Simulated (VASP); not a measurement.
# Cd in VASP: a series of runs

Cd is run at these levels: PBE; tasks: single point, relaxation of cell and atoms.

Everything below comes from runs of VASP 6.6.1. Logs are shortened: lines on timing, memory, paths and dates and some standing lists are left out, and cuts for length are marked.

## 1. The cell of the first run

It takes space group Fm-3m (No. 225, cubic). Conventional cell: a = 4.505 Å, b = 4.505 Å, c = 4.505 Å, α = 90.00°, β = 90.00°, γ = 90.00°. Cd (site symmetry m-3m) has 12 Cd at 3.19 Å within 4.2 Å.

This isn't the form of Cd at room conditions, which is hcp.

## 2. Single point, PBE

The input, INCAR:

```
SYSTEM = Cd
PREC = Accurate ; ENCUT = 520
EDIFF = 1E-7 ; ISMEAR = 0
SIGMA = 0.1 ; LREAL = .FALSE.
LASPH = .TRUE. ; NELM = 80
ALGO = Fast ; ISIF = 2
LWAVE = .FALSE. ; LCHARG = .FALSE.
GGA = PE ; NBANDS = 12
```

The input, KPOINTS:

```
Automatic mesh
0
G
  22 22 22
  0 0 0
```

The input, POSCAR:

```
Cd
1.0
    0.0000000000      2.2523297682      2.2523297682
    2.2523297682      0.0000000000      2.2523297682
    2.2523297682      2.2523297682      0.0000000000
Cd
1
Direct
    0.0000000000      0.0000000000      0.0000000000
```

Potentials or basis: VASP PAW PBE potentials, release 64 (Cd).

Launch:

```bash
cat potpaw_PBE.64/Cd/POTCAR > POTCAR
mpirun -np 1 vasp_std > vasp.out
```

OUTCAR:

```text
SYSTEM = Cd
   PREC = Accurate
   ENCUT = 520
   EDIFF = 1E-7
   ISMEAR = 0
   LREAL = .FALSE.
   LASPH = .TRUE.
   NELM = 80
   ISIF = 2
   GGA = PE

 ion  position               nearest neighbor table
   1  0.000  0.000  0.000-

  LATTYP: Found a face centered cubic cell.
 ALAT       =     4.5046595364

  Lattice vectors:

 A1 = (   0.0000000000,   2.2523297682,   2.2523297682)
 A2 = (   2.2523297682,   0.0000000000,   2.2523297682)
 A3 = (   2.2523297682,   2.2523297682,   0.0000000000)

Analysis of symmetry for initial positions (statically):
=====================================================================
 Subroutine PRICEL returns:
 Original cell was already a primitive cell.

 Routine SETGRP: Setting up the symmetry group for a
 face centered cubic supercell.

 Subroutine GETGRP returns: Found 48 space group operations
 (whereof 48 operations were pure point group operations)
 out of a pool of 48 trial point group operations.

The static configuration has the point symmetry O_h .

Analysis of symmetry for dynamics (positions and initial velocities):
=====================================================================
 Subroutine PRICEL returns:
 Original cell was already a primitive cell.

 Routine SETGRP: Setting up the symmetry group for a
 face centered cubic supercell.

 Subroutine GETGRP returns: Found 48 space group operations
 (whereof 48 operations were pure point group operations)
 out of a pool of 48 trial point group operations.

The dynamic configuration has the point symmetry O_h .

 Subroutine INISYM returns: Found 48 space group operations
 (whereof 48 operations are pure point group operations),
 and found     1 'primitive' translations

----------------------------------------------------------------------------------------

                                     Primitive cell

  volume of cell :      22.8521

  direct lattice vectors                    reciprocal lattice vectors
     0.000000000  2.252329768  2.252329768    -0.221992360  0.221992360  0.221992360
     2.252329768  0.000000000  2.252329768     0.221992360 -0.221992360  0.221992360
     2.252329768  2.252329768  0.000000000     0.221992360  0.221992360 -0.221992360

  length of vectors
     3.185275305  3.185275305  3.185275305     0.384502046  0.384502046  0.384502046

  position of ions in fractional coordinates (direct lattice)
     0.000000000  0.000000000  0.000000000

  ion indices of the primitive-cell ions
   primitive index   ion index
                 1           1

----------------------------------------------------------------------------------------

 KPOINTS: Automatic mesh

Automatic generation of k-mesh.
 Grid dimensions read from file:
 generate k-points for:   22   22   22

 Generating k-lattice:

  Cartesian coordinates                     Fractional coordinates (reciprocal lattice)
    -0.010090562  0.010090562  0.010090562     0.045454545  0.000000000  0.000000000
     0.010090562 -0.010090562  0.010090562     0.000000000  0.045454545  0.000000000
     0.010090562  0.010090562 -0.010090562     0.000000000  0.000000000  0.045454545

  Length of vectors
     0.017477366  0.017477366  0.017477366

  Shift w.r.t. Gamma in fractional coordinates (k-lattice)
     0.000000000  0.000000000  0.000000000

 Subroutine IBZKPT returns following result:
 ===========================================

 Found    328 irreducible k-points:

 Following reciprocal coordinates:
            Coordinates               Weight
  0.000000  0.000000  0.000000      1.000000
  0.045455  0.000000  0.000000      8.000000
  0.090909  0.000000  0.000000      8.000000
  0.136364  0.000000  0.000000      8.000000
  0.181818  0.000000  0.000000      8.000000
  0.227273  0.000000  0.000000      8.000000
[... 16 lines left out ...]
  0.500000  0.045455  0.000000     24.000000
 -0.454545  0.045455  0.000000     24.000000
 [... further k-points ...]
   k-points           NKPTS =    328   k-points in BZ     NKDIM =    328   number of bands    NBANDS=     12
   number of dos      NEDOS =    301   number of ions     NIONS =      1
   total plane-waves  NPLWV =  13824
   dimension x,y,z NGX =    24 NGY =   24 NGZ =   24
   dimension x,y,z NGXF=    48 NGYF=   48 NGZF=   48
   ions per type =               1
   NGX,Y,Z   is equivalent  to a cutoff of  12.53, 12.53, 12.53 a.u.
   NGXF,Y,Z  is equivalent  to a cutoff of  25.05, 25.05, 25.05 a.u.
 SYSTEM =  Cd
   PREC   = accura    normal or accurate (medium, high low for compatibility)
   ISTART =      0    job   : 0-new  1-cont  2-samecut
   ICHARG =      2    charge: 1-file 2-atom 10-const
   ISPIN  =      1    spin polarized calculation?
   LNONCOLLINEAR =      F non collinear calculations
   LSORBIT =      F    spin-orbit coupling
   LASPH  =      T    aspherical Exc in radial PAW
   ENCUT  =  520.0 eV  38.22 Ry    6.18 a.u.   5.92  5.92  5.92*2*pi/ulx,y,z
   NELM   =     80;   NELMIN=  2; NELMDL= -5     # of ELM steps
   EDIFF  = 0.1E-06   stopping-criterion for ELM
   LREAL  =      F    real-space projection
   EDIFFG = 0.1E-05   stopping-criterion for IOM
   NSW    =      0    number of steps for IOM
   IBRION =     -1    ionic relax: 0-MD 1-quasi-New 2-CG
   NFREE  =      0    steps in history (QN), initial steepest desc. (CG)
   ISIF   =      2    stress and relaxation
   ISYM   =      2    0-nonsym 1-usesym 2-fastsym
   POTIM  = 0.5000    time-step for ionic-motion
   TEBEG  =    0.0;   TEEND  =   0.0 temperature during run
   PSTRESS=    0.0 pullay stress
   NELECT =      12.0000    total number of electrons
   NUPDOWN=      -1.0000    fix difference up-down
   EMIN   =  10.00;   EMAX   =-10.00  energy-range for DOS
   EFERMI =   0.00;   METHOD = LEGACY
   ISMEAR =     0;   SIGMA  =   0.10  broadening in eV -4-tet -1-fermi 0-gaus
   EFERMI_NEDOS =   21; number of points for ismear=-14 and -15
   IALGO  =     68    algorithm
   IMIX   =      4    mixing-type and parameters
     AMIX     =   0.40;   BMIX     =  1.00
     AMIX_MAG =   1.60;   BMIX_MAG =  1.00
  volume/ion in A,a.u.               =      22.85       154.21
  Fermi-wavevector in a.u.,A,eV,Ry     =   1.320768  2.495890 23.734393  1.744429
  Thomas-Fermi vector in A             =   2.450570
   LORBIT       =      0    0 simple, 1 ext, 2 COOP (PROOUT), +10 PAW based schemes
   GGA     = PE    functional components
   LHFCALC =     F    Hartree Fock is set to
   AEXX    =    0.0000 exact exchange contribution
   IVDW    =     0    specifies the selected vdW correction
   LEPSILON=     F    determine dielectric tensor
   LRPA    =     F    only Hartree local field effects (RPA)
 non-spin polarized calculation
 RMM-DIIS sequential band-by-band and
 Gauss-broadening in eV      SIGMA  =   0.10
  energy-cutoff  :      520.00
  volume of cell :       22.85
 maximum number of plane-waves:       636
   NGX = 11   NGY = 11   NGZ = 11

 number of electron      11.9999992 magnetization

 Free energy of the ion-electron system (eV)
  ---------------------------------------------------
  ext. energy  EPLUGINS =         0.00000000
  ---------------------------------------------------
  free energy    TOTEN  =        -0.73981537 eV

  energy without entropy =       -0.73768431  energy(sigma->0) =       -0.73874984

 E-fermi :   2.4767     XC(G=0): -10.7456

 val. band max:        2.4425828053   @ k =  -0.3636   0.2727   0.0909
 cond. band min:       2.4779156512   @ k =  -0.2727   0.4091   0.1364
 fundamental gap:      0.0353328459
 Fermi energy:         2.4766675871

 k-point     1 :       0.0000    0.0000    0.0000
  band No.  band energies     occupation
      1      -6.5055      2.00000
      2      -6.5055      2.00000
      3      -6.5055      2.00000
      4      -6.0958      2.00000
      5      -6.0958      2.00000
      6      -5.9397      2.00000
      7      16.2447      0.00000
      8      17.0104      0.00000
      9      17.0104      0.00000
     10      17.0104      0.00000
     11      20.3128      0.00000
     12      20.3128      0.00000

 k-point     2 :       0.0455    0.0000    0.0000
  band No.  band energies     occupation
      1      -6.5100      2.00000
      2      -6.4974      2.00000
      3      -6.4974      2.00000
      4      -6.0979      2.00000
      5      -6.0979      2.00000
      6      -5.8881      2.00000
      7      15.9115      0.00000
      8      16.5267      0.00000
      9      16.9183      0.00000
     10      16.9183      0.00000
     11      20.4685      0.00000
     12      20.4687      0.00000

 k-point     3 :       0.0909    0.0000    0.0000
  band No.  band energies     occupation
      1      -6.5278      2.00000
      2      -6.4752      2.00000
      3      -6.4752      2.00000
      4      -6.1021      2.00000
      5      -6.1021      2.00000
      6      -5.7282      2.00000
      7      14.4604      0.00000
      8      16.4206      0.00000
      9      16.6835      0.00000
     10      16.6835      0.00000
     11      20.8791      0.00000
     12      20.8853      0.00000
[... 286 lines left out ...]
 k-point    23 :       0.5000    0.0455    0.0000
  band No.  band energies     occupation
      1      -6.9214      2.00000
      2      -6.5069      2.00000
      3      -6.4865      2.00000
      4      -5.7856      2.00000
      5      -5.7563      2.00000
      6       0.2713      2.00000
      7       1.3311      2.00000
      8      14.1775      0.00000
      9      14.3734      0.00000
     10      15.1756      0.00000
     11      18.8033      0.00000
     12      18.9495      0.00000

 k-point    24 :      -0.4545    0.0455    0.0000
  band No.  band energies     occupation
      1      -6.9181      2.00000
      2      -6.5037      2.00000
      3      -6.4868      2.00000
      4      -5.7781      2.00000
      5      -5.7724      2.00000
      6      -0.0473      2.00000
      7       1.6812      2.00000
      8      13.9713      0.00000
      9      14.5877      0.00000
     10      15.2619      0.00000
     11      18.6544      0.00000
     12      19.0267      0.00000

 [... further k-points ...]
[... 5 lines left out ...]
  --------------------------------------------------------------------------------------
  -------------------------------------------------------------------------------------
  Total        0.0335291      0.0335291      0.0335291     -0.0000000     -0.0000000     -0.0000000
  in kB        2.3507494      2.3507494      2.3507494     -0.0000000     -0.0000000     -0.0000000
  external PRESSURE =       2.3507494 kB  Pullay stress =       0.0000000 kB

 VOLUME and BASIS-vectors are now :
 -----------------------------------------------------------------------------
  energy-cutoff  :      520.00
  volume of cell :       22.85
      direct lattice vectors                 reciprocal lattice vectors
     0.000000000  2.252329768  2.252329768    -0.221992360  0.221992360  0.221992360
     2.252329768  0.000000000  2.252329768     0.221992360 -0.221992360  0.221992360
     2.252329768  2.252329768  0.000000000     0.221992360  0.221992360 -0.221992360

 POSITION                                       TOTAL-FORCE (eV/Angst)
 -----------------------------------------------------------------------------------
      0.00000      0.00000      0.00000         0.000000     -0.000000     -0.000000
 -----------------------------------------------------------------------------------
    total drift:                               -0.000000     -0.000000     -0.000000

  FREE ENERGIE OF THE ION-ELECTRON SYSTEM (eV)
  ---------------------------------------------------
  free  energy   TOTEN  =        -0.7398153727 eV

  energy  without entropy=       -0.7376843052  energy(sigma->0) =       -0.73874984
```

Wall time 2 min (1 thread of Oxide Virtual Turin-like, shared host); peak memory 0.16 GiB.

What came out:

```yaml
Free_energy: -0.7398 eV
Pressure: 0.2 GPa
Band_gap_on_the_k_mesh: zero (bands 6 and 7 overlap by 3.02 eV)
```

## 3. Single point, PBE

The input, INCAR:

```
SYSTEM = Cd
PREC = Accurate
ENCUT = 520
EDIFF = 1E-6
ISMEAR = 0
SIGMA = 0.1
LREAL = .FALSE.
LASPH = .TRUE.
NELM = 100
ALGO = Fast
ISIF = 2
LWAVE = .FALSE.
LCHARG = .FALSE.
GGA = PE
NBANDS = 12
```

The input, KPOINTS:

```
Automatic mesh
0
G
  24 24 24
  0 0 0
```

The input, POSCAR:

```
Cd
1.0
   -1.5919358831      1.5919358831      2.2511164800
    1.5919358831     -1.5919358831      2.2511164800
    1.5919358831      1.5919358831     -2.2511164800
Cd
1
Direct
    0.0000000000      0.0000000000      0.0000000000
```

Potentials or basis: VASP PAW PBE potentials, release 64 (Cd).

Launch:

```bash
cat potpaw_PBE.64/Cd/POTCAR > POTCAR
mpirun -np 1 vasp_std > vasp.out
```

Run time: 6.8 min. Hardware: 1 thread of Oxide Virtual Turin-like, shared host; peak memory 0.33 GiB.

The run converged. Its results:

- Free energy: -0.7415 eV
- Pressure: 0.3 GPa
- Band gap on the k mesh: zero (bands 6 and 7 overlap by 3.25 eV)

Levels at points of the mesh, in eV from the Fermi level:
```csv
k point,band 4,band 5,band 6,band 7,band 8,band 9
"(0.00, 0.00, 0.00)",-8.59,-8.59,-8.44,13.76,14.54,14.54
"(0.50, 0.00, 0.00)",-8.25,-8.25,-2.12,-1.36,12.17,12.17
"(0.50, 0.50, 0.00)",-8.16,-8.16,-0.67,1.25,6.66,6.66
"(0.50, 0.50, 0.50)",-8.16,-8.16,-0.66,1.25,6.66,6.66
```

## 4. Relaxation of cell and atoms, PBE

This run uses another cell than the first one, of 21.83 Å³/atom.

The input, INCAR:

```
  PREC = Accurate
  ENCUT = 600
  EDIFF = 1E-6
  ISMEAR = 0
  SIGMA = 0.1
  LREAL = False
  LASPH = True
  NELM = 80
  ALGO = Normal
  ISIF = 3
  LWAVE = False
  LCHARG = False
  GGA = PE
  IBRION = 2
  NSW = 100
  EDIFFG = -0.01
```

The input, KPOINTS:

```
Automatic mesh
0
Gamma
  22 22 22
```

The input, POSCAR:

```
Cd
1.0
    0.0000000000      2.2181497500      2.2181497500
    2.2181497500      0.0000000000      2.2181497500
    2.2181497500      2.2181497500      0.0000000000
Cd
1
Direct
    0.0000000000      0.0000000000      0.0000000000
```

Launch:

```bash
cat potpaw_PBE.64/Cd/POTCAR > POTCAR
mpirun -np 1 vasp_std > vasp.out
```

Wall time 4.2 min (1 thread of Oxide Virtual Turin-like, shared host); peak memory 0.21 GiB.

Results (log left out):

```
Free energy                           : -0.7388 eV
Relaxed volume                        : 22.93 Å³/atom
Relaxed cell                          : a = 3.189 Å, b = 3.189 Å, c = 3.189 Å, α = 60.00°, β = 60.00°, γ = 60.00°
Space group after relaxing (to 0.1 Å) : Fm-3m (No. 225)
Energy gained by relaxing             : 7.8 meV/atom
Ionic steps                           : 3
Pressure after relaxing               : 0.0 GPa
Band gap on the k mesh                : zero (bands 6 and 7 overlap by 3.02 eV)
```

Step by step:
| step | energy change (eV) | largest force (eV/Å) | pressure (GPa) | volume (Å³) |
| --- | --- | --- | --- | --- |
| 1 | 0.0000 | 0.0000 | 2.39 | 21.83 |
| 2 | -0.0078 | 0.0000 | 0.11 | 22.87 |
| 3 | -0.0078 | 0.0000 | 0.00 | 22.93 |

Final structure:
```xyz
1
Lattice="0.0000 2.2549 2.2549 2.2549 0.0000 2.2549 2.2549 2.2549 0.0000" Properties=species:S:1:pos:R:3 pbc="T T T"
Cd    0.0000    0.0000    0.0000
```

Levels at points of the mesh, in eV from the Fermi level:
| k point | band 2 | band 3 | band 4 | band 5 | band 6 | band 7 | band 8 | band 9 | band 10 |
| --- | --- | --- | --- | --- | --- | --- | --- | --- | --- |
| (0.00, 0.00, 0.00) | -8.97 | -8.97 | -8.57 | -8.57 | -8.39 | 13.76 | 14.50 | 14.50 | 14.50 |
| (0.50, 0.00, 0.00) | -8.97 | -8.97 | -8.23 | -8.23 | -2.09 | -1.36 | 12.14 | 12.14 | 12.88 |
| (0.50, 0.50, 0.00) | -9.47 | -8.25 | -8.14 | -8.14 | -0.64 | 1.24 | 6.66 | 6.66 | 10.75 |

## 5. Overview

| task | cell | k mesh | cutoff (eV) | gap on the mesh (eV) | pressure (GPa) |
| --- | --- | --- | --- | --- | --- |
| single point | a = 3.185 Å, angles 60.0°, 1 atom | 22 × 22 × 22 | 520 | none | 0.2 |
| single point | a = 3.184 Å, angles 120.0, 120.0, 90.0°, 1 atom | 24 × 24 × 24 | 520 | none | 0.3 |
| relaxation of cell and atoms | relaxed from a = 3.137 Å, angles 60.0°, 1 atom | 22 × 22 × 22 | 600 | none | 0.0 |

Alike in all rows: level PBE; potentials or basis VASP PAW PBE potentials, release 64 (Cd); no spin polarisation; smearing gaussian 0.1 eV.

Total energies depend on the potentials used, so only differences within one code and one set of settings carry meaning.

The gap in the log of VASP goes by the Fermi energy; the results here count the filled bands.